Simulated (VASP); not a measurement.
# SiN in VASP: further runs, part 2 of 2

VASP 6.6.1. Earlier steps stand in the parts before.

## 4. Relaxation of cell and atoms, r2SCAN

This run uses another cell than the first one, of 6.47 Å³/atom.

Input file POSCAR:

```
SiN
1.0
    2.5875046827      0.0000000000      0.0000000000
   -1.2937523414      2.2408447876      0.0000000000
    0.0000000000      0.0000000000      4.4645364373
Si N
2 2
Direct
    0.6666666667      0.3333333333      0.7500000000
    0.3333333333      0.6666666667      0.2500000000
    0.0000000000      0.0000000000      0.0000000000
    0.0000000000      0.0000000000      0.5000000000
```

Input file INCAR.step1:

```
  ALGO = Normal
  EDIFF = 1E-4
  ENCUT = 600
  GGA = PE
  ISMEAR = 0
  LASPH = T
  LCHARG = F
  LREAL = F
  LWAVE = T
  NELM = 60
  PREC = Accurate
  SIGMA = 0.1
```

Input file INCAR.step2:

```
  ALGO = Normal
  EDIFF = 1E-6
  EDIFFG = -0.05
  ENCUT = 600
  IBRION = 2
  ISIF = 3
  ISMEAR = 0
  ISTART = 1
  LASPH = T
  LCHARG = F
  LMIXTAU = T
  LREAL = F
  LWAVE = F
  METAGGA = R2SCAN
  NELM = 60
  NSW = 80
  PREC = Accurate
  SIGMA = 0.1
```

Input file KPOINTS:

```
k-points
0
Gamma
  12 12 4
```

Potentials or basis: VASP PAW PBE potentials, release 64 (Si, N).

The run is started by

```
$ cat potpaw_PBE.64/Si/POTCAR potpaw_PBE.64/N/POTCAR > POTCAR
$ cp INCAR.step1 INCAR
$ mpirun -np 1 vasp_std > vasp.out
$ cp INCAR.step2 INCAR
$ mpirun -np 1 vasp_std > vasp.out
```

OUTCAR:

```text
EDIFF = 1E-6
   EDIFFG = -0.05
   ENCUT = 600
   IBRION = 2
   ISIF = 3
   ISMEAR = 0
   ISTART = 1
   LASPH = T
   LREAL = F
   METAGGA = R2SCAN
   NELM = 60
   NSW = 80
   PREC = Accurate

 ion  position               nearest neighbor table
   1  0.667  0.333  0.750-   3 1.86   4 1.86   3 1.86   4 1.86   3 1.86   4 1.86   2 2.69   2 2.69
                             2 2.69   2 2.69   2 2.69   2 2.69
   2  0.333  0.667  0.250-   3 1.86   4 1.86   3 1.86   4 1.86   3 1.86   4 1.86   1 2.69   1 2.69
                             1 2.69   1 2.69   1 2.69   1 2.69
   3  0.000  0.000  0.000-   1 1.86   2 1.86   2 1.86   1 1.86   1 1.86   2 1.86
   4  0.000  0.000  0.500-   1 1.86   2 1.86   2 1.86   1 1.86   1 1.86   2 1.86

  LATTYP: Found a hexagonal cell.
 ALAT       =     2.5875046827
 C/A-ratio  =     1.7254215875

  Lattice vectors:

 A1 = (   2.5875046827,   0.0000000000,   0.0000000000)
 A2 = (  -1.2937523414,   2.2408447876,   0.0000000000)
 A3 = (   0.0000000000,   0.0000000000,   4.4645364373)

Analysis of symmetry for initial positions (statically):
=====================================================================
 Subroutine PRICEL returns:
 Original cell was already a primitive cell.

 Routine SETGRP: Setting up the symmetry group for a
 hexagonal supercell.

 Subroutine GETGRP returns: Found 24 space group operations
 (whereof 12 operations were pure point group operations)
 out of a pool of 24 trial point group operations.

The static configuration has the point symmetry D_3d.
 The point group associated with its full space group is D_6h.

[... 203 lines left out ...]
--------------------------------------- Ionic step        2  -------------------------------------------

 number of electron      17.9999995 magnetization

 E-fermi :   7.6580     XC(G=0): -12.1087

 val. band max:        7.6505266253   @ k =   0.4167   0.0833   0.0000
 cond. band min:       7.7192264184   @ k =   0.0833   0.0000   0.2500
 fundamental gap:      0.0686997931
 Fermi energy:         7.6580182707

 k-point     1 :       0.0000    0.0000    0.0000
  band No.  band energies     occupation
      1     -10.1316      2.00000
      2      -8.3718      2.00000
      3      -4.4326      2.00000
      4       2.8435      2.00000
      5       3.0651      2.00000
      6       7.3778      1.99993
      7       7.3778      1.99993
      8       7.8983      0.00068
      9       7.8983      0.00068
     10      11.6872      0.00000
     11      13.0797      0.00000
     12      16.3632      0.00000
     13      16.3632      0.00000
[... 633 lines left out ...]
--------------------------------------- Ionic step        9  -------------------------------------------

 number of electron      17.9999997 magnetization

 Free energy of the ion-electron system (eV)
  ---------------------------------------------------
  ext. energy  EPLUGINS =         0.00000000
  ---------------------------------------------------
  free energy    TOTEN  =       -33.91156627 eV

  energy without entropy =      -33.90661975  energy(sigma->0) =      -33.90909301

 E-fermi :  13.6033     XC(G=0): -13.5498

 val. band max:       13.6003076688   @ k =   0.5000  -0.0000   0.0000
 cond. band min:      13.6190708910   @ k =   0.0833   0.0000   0.2500
 fundamental gap:      0.0187632223
 Fermi energy:        13.6033376275

 k-point     1 :       0.0000    0.0000    0.0000
  band No.  band energies     occupation
      1      -9.3645      2.00000
      2      -6.3444      2.00000
      3      -1.7863      2.00000
      4       7.7231      2.00000
      5       9.7279      2.00000
      6       9.7279      2.00000
      7      10.9414      2.00000
      8      10.9414      2.00000
      9      11.2963      2.00000
     10      18.4808      0.00000
     11      19.4087      0.00000
     12      20.1931      0.00000
     13      20.8965      0.00000
[... 399 lines left out ...]
  FREE ENERGIE OF THE ION-ELECTRON SYSTEM (eV)
  ---------------------------------------------------
  free  energy   TOTEN  =       -33.9115662685 eV

  energy  without entropy=      -33.9066197540  energy(sigma->0) =      -33.90909301

 reached required accuracy - stopping structural energy minimisation
```

OUTCAR.step1:

```text
EDIFF = 1E-4
   ENCUT = 600
   GGA = PE
   ISMEAR = 0
[... 618 lines left out ...]
      1.29375      0.74695      3.34840        -0.000000     -0.000000      0.000000
     -0.00000      1.49390      1.11613         0.000000      0.000000      0.000000
      0.00000      0.00000      0.00000         0.000000     -0.000000      0.000000
      0.00000      0.00000      2.23227         0.000000     -0.000000      0.000000
 -----------------------------------------------------------------------------------
    total drift:                                0.000000     -0.000000      0.000000

  FREE ENERGIE OF THE ION-ELECTRON SYSTEM (eV)
  ---------------------------------------------------
  free  energy   TOTEN  =       -22.1805200742 eV

  energy  without entropy=      -22.1752248231  energy(sigma->0) =      -22.17787245
```

OSZICAR.step1:

```text
N       E                     dE             d eps       ncg     rms          rms(c)
DAV:   1     0.682488590091E+02    0.68249E+02   -0.10590E+04  1482   0.151E+03
DAV:   2    -0.214218844816E+02   -0.89671E+02   -0.85212E+02  2057   0.289E+02
DAV:   3    -0.248145288022E+02   -0.33926E+01   -0.33046E+01  1957   0.562E+01
DAV:   4    -0.248363407997E+02   -0.21812E-01   -0.21798E-01  1757   0.467E+00
DAV:   5    -0.248365770179E+02   -0.23622E-03   -0.23617E-03  1962   0.420E-01    0.149E+01
DAV:   6    -0.222364149070E+02    0.26002E+01   -0.76634E+00  1832   0.236E+01    0.776E+00
DAV:   7    -0.221921299506E+02    0.44285E-01   -0.60991E-01  1872   0.703E+00    0.322E+00
DAV:   8    -0.221815806366E+02    0.10549E-01   -0.24084E-02  1752   0.138E+00    0.797E-01
DAV:   9    -0.221804795501E+02    0.11011E-02   -0.27612E-03  1802   0.485E-01    0.124E-01
DAV:  10    -0.221805200742E+02   -0.40524E-04   -0.17246E-04  1201   0.129E-01
   1 F= -.22180520E+02 E0= -.22177872E+02  d E =-.529525E-02
```

Run time: 14 min. Hardware: 1 thread of Intel Xeon 8259CL, shared host; peak memory 0.17 GiB.

Results:

```
Free energy                           : -33.9116 eV
Relaxed volume                        : 8.36 Å³/atom
Relaxed cell                          : a = 2.703 Å, b = 2.703 Å, c = 5.283 Å, α = 90.00°, β = 90.00°, γ = 120.00°
Space group after relaxing (to 0.1 Å) : P6_3/mmc (No. 194)
Energy gained by relaxing             : 841.9 meV/atom
Ionic steps                           : 9
Pressure after relaxing               : 0.6 GPa
Band gap on the k mesh                : zero (bands 9 and 10 overlap by 5.88 eV)
```

Stress tensor (GPa, compression positive):
```
0.46 0.00 0.00
0.00 0.46 0.00
0.00 0.00 0.74
```

The path:
```
step  energy change (eV)  largest force (eV/Å)  pressure (GPa)  volume (Å³)
   1              0.0000                0.0000          109.83        25.89
   2             -0.1664                0.0000          -36.87        45.18
   3             -3.3388                0.0000           -4.64        34.15
   4             -3.3652                0.0000           -0.20        33.47
   5             -3.3664                0.0000            1.04        33.30
   6             -3.3653                0.0000            2.17        33.14
   7             -3.3660                0.0000            1.39        33.33
   8             -3.3662                0.0000            1.63        33.26
   9             -3.3677                0.0000            0.55        33.42
```

Final structure:
```xyz
4
Lattice="2.7028 0.0000 0.0000 -1.3514 2.3407 0.0000 0.0000 0.0000 5.2825" Properties=species:S:1:pos:R:3 pbc="T T T"
Si    1.3514    0.7802    3.9619
Si    0.0000    1.5605    1.3206
N     0.0000    0.0000    5.2825
N     0.0000    0.0000    2.6413
```

Caveat: the volume moved by over 15 % at a fixed basis, so the end points are rough; the PAW data sets were made with another functional, which shifts forces and pressure a little.

## 5. Single point, r2SCAN

This run uses another cell than the first one: it holds 8 atoms, not 4.

Input file POSCAR:

```
SiN
1.0
   -1.3527732330      2.3430719707      0.0000000000
    0.0000000000      0.0000000000      5.2895434137
    4.0704751552      2.3500899266      0.0000000000
Si N
4 4
Direct
    1.0000000000      0.7500000000      0.3329835752
    0.5000000000      0.7500000000      0.8329835752
    0.5000000000      0.2500000000      0.1670164248
    1.0000000000      0.2500000000      0.6670164248
    0.0000000000      0.0000000000      0.0000000000
    0.5000000000      0.0000000000      0.5000000000
    0.0000000000      0.5000000000      0.0000000000
    0.5000000000      0.5000000000      0.5000000000
```

Input file INCAR.step1:

```
PREC     = Accurate       # precision mode
ENCUT    = 520            # plane-wave cutoff, eV
ISMEAR   = 0              # smearing method
SIGMA    = 0.1            # smearing width, eV
LREAL    = F              # projectors in reciprocal space
LASPH    = T              # aspherical terms in the spheres
NELM     = 60             # most SCF steps
NBANDS   = 28             # bands
GGA      = PE             # functional
ALGO     = Normal         # electronic algorithm
EDIFF    = 1E-4           # SCF threshold, eV
LWAVE    = T              # write WAVECAR
LCHARG   = F              # write CHGCAR
```

Input file INCAR.step2:

```
PREC     = Accurate       # precision mode
ENCUT    = 520            # plane-wave cutoff, eV
EDIFF    = 1E-7           # SCF threshold, eV
ISMEAR   = 0              # smearing method
SIGMA    = 0.1            # smearing width, eV
LREAL    = F              # projectors in reciprocal space
LASPH    = T              # aspherical terms in the spheres
NELM     = 60             # most SCF steps
ALGO     = Normal         # electronic algorithm
ISIF     = 2              # what is computed and relaxed
LWAVE    = F              # write WAVECAR
LCHARG   = F              # write CHGCAR
METAGGA  = R2SCAN         # meta-GGA
LMIXTAU  = T            
NBANDS   = 28             # bands
ISTART   = 1
```

Input file KPOINTS:

```
regular mesh
0
Gamma
  12 8 8
```

The run is started by

```
$ cat potpaw_PBE.64/Si/POTCAR potpaw_PBE.64/N/POTCAR > POTCAR
$ cp INCAR.step1 INCAR
$ mpirun -np 1 vasp_std > vasp.out
$ cp INCAR.step2 INCAR
$ mpirun -np 1 vasp_std > vasp.out
```

It took 14 min on 1 thread of Oxide Virtual Turin-like, shared host; peak memory 0.31 GiB.

The run converged. Its results:

```yaml
Free_energy: -67.8511 eV
Pressure: 0.4 GPa
Largest_force: 0.014 eV/Å
Band_gap_on_the_k_mesh: zero (bands 18 and 19 overlap by 4.19 eV)
```

Forces on the atoms (eV/Å):
```
Si   0.013  0.007  0.000
Si   0.013  0.007  0.000
Si  -0.013 -0.007  0.000
Si  -0.013 -0.007  0.000
N    0.000  0.000  0.000
N    0.000  0.000  0.000
N    0.000  0.000  0.000
N    0.000  0.000  0.000
```

Stress tensor (GPa, compression positive):
```
0.51 0.06 0.00
0.06 0.43 0.00
0.00 0.00 0.22
```

Levels at points of the mesh, in eV from the Fermi level:
| k point | band 16 | band 17 | band 18 | band 19 | band 20 | band 21 |
| --- | --- | --- | --- | --- | --- | --- |
| (0.00, 0.00, 0.00) | -2.78 | -2.75 | -2.45 | -0.11 | 3.80 | 4.27 |
| (0.50, 0.00, 0.00) | -4.07 | -3.78 | -3.78 | -1.09 | -1.09 | 2.73 |
| (0.00, 0.50, 0.00) | -3.41 | -1.49 | -1.49 | 1.62 | 1.62 | 1.71 |
| (0.50, 0.50, 0.00) | -8.09 | -0.23 | -0.23 | -0.23 | -0.23 | 2.50 |
| (0.00, 0.00, 0.50) | -3.66 | -0.79 | -0.79 | -0.30 | -0.30 | 3.54 |
| (0.50, 0.00, 0.50) | -4.45 | -4.04 | -4.04 | -0.17 | -0.17 | 3.79 |
| (0.00, 0.50, 0.50) | -4.49 | 1.72 | 1.72 | 1.72 | 1.72 | 3.38 |
| (0.50, 0.50, 0.50) | -5.39 | -1.47 | -1.47 | -1.47 | -1.47 | 1.64 |

Caveat: the PAW data sets were made with another functional, which shifts forces and pressure a little.

## 6. Summary

```csv
task,cell,k mesh,cutoff (eV),gap on the mesh (eV),pressure (GPa)
single point,"a = 2.704, b = 2.704, c = 5.290 Å, angles 90.0, 90.0, 120.0°, 4 atoms, atomic positions A",12 × 12 × 4,520,none,0.4
single point,"a = 2.710, b = 2.710, c = 5.288 Å, angles 90.0, 90.0, 120.0°, 4 atoms, atomic positions A",18 × 18 × 8,520,none,0.4
relaxation of cell and atoms,"relaxed from a = 2.588, b = 2.588, c = 4.465 Å, angles 90.0, 90.0, 120.0°, 4 atoms, atomic positions A",12 × 12 × 4,600,none,0.6
single point,"a = 2.706, b = 5.290, c = 4.700 Å, 8 atoms, atomic positions B",12 × 8 × 8,520,none,0.4
```

Alike in all rows: level r2SCAN; potentials or basis VASP PAW PBE potentials, release 64 (Si, N); no spin polarisation; smearing gaussian 0.1 eV.

Caveats: the PAW data sets were made with another functional, which shifts forces and pressure a little; the volume moved by over 15 % at a fixed basis, so the end points are rough (at least some runs).

Absolute energies hang on the potentials; compare differences alone.

The gap in the log of VASP goes by the Fermi energy; the results here count the filled bands.